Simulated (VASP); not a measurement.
Wanted: the native input for a VASP 6.6.1 run.

* Task: single point
* Functional: PBE
* Potentials or basis: VASP PAW PBE potentials, release 64 (Mo_sv, S)
* Cutoff: 500 eV
* k mesh: 10 × 10 × 2
* Occupations: gaussian, width 0.05 eV
* Spin: no spin polarisation
* Dipole correction: no
* Further INCAR settings: ALGO = Normal; EDIFF = 1e-06; NBANDS = 35

The structure of MoS2 lies in POSCAR:

```
MoS2
1.0
   -3.1855822414      0.0000000000      0.0000000000
   -1.5927911207     -2.7587951469      0.0000000000
   -2.7872251821     -1.6092052092     14.5104568311
Mo S
2 4
Direct
    0.1875083333      0.1875083333      0.2500000000
    0.2291916667      0.2291916667      0.7500000000
   -0.0413291056     -0.0413291056      0.6423151704
    0.5836542278      0.5836542278      0.1423151704
   -0.1669542278     -0.1669542278      0.8576848296
    0.4580291056      0.4580291056      0.3576848296
```

This cell differs from its parent crystal: the part above a cut slid along it.

These files were run (other wordings do the same):

INCAR

```
SYSTEM = MoS2
PREC = Accurate
ENCUT = 500
EDIFF = 1E-6
ISMEAR = 0
SIGMA = 0.05
LREAL = .FALSE.
LASPH = .TRUE.
NELM = 120
ALGO = Normal
ISIF = 2
LWAVE = .FALSE.
LCHARG = .TRUE.
GGA = PE
LELF = .TRUE.
LVHAR = .TRUE.
NBANDS = 35
GGA_COMPAT = .FALSE.
```

KPOINTS

```
Automatic mesh
0
G
  10 10 2
  0 0 0
```

Potentials or basis: VASP PAW PBE potentials, release 64 (Mo_sv, S).

The run is started by

```sh
$ cat potpaw_PBE.64/Mo_sv/POTCAR potpaw_PBE.64/S/POTCAR > POTCAR
$ mpirun -np 1 vasp_std > vasp.out
```

Results of the run:

```yaml
Pressure: -0.1 GPa
Largest_force: 0.026 eV/Å
Band_gap_on_the_k_mesh: 1.54 eV (least direct gap 1.91 eV)
```

Caveat: the cell differs from its parent crystal (the part above a cut slid along it); this functional lacks dispersion, which binds layers or chains, so the pressure and a relaxed spacing across them are unreliable.

It took 5.9 min on 1 thread of Oxide Virtual Turin-like Processor, with other jobs on the host, peak memory 0.33 GiB.
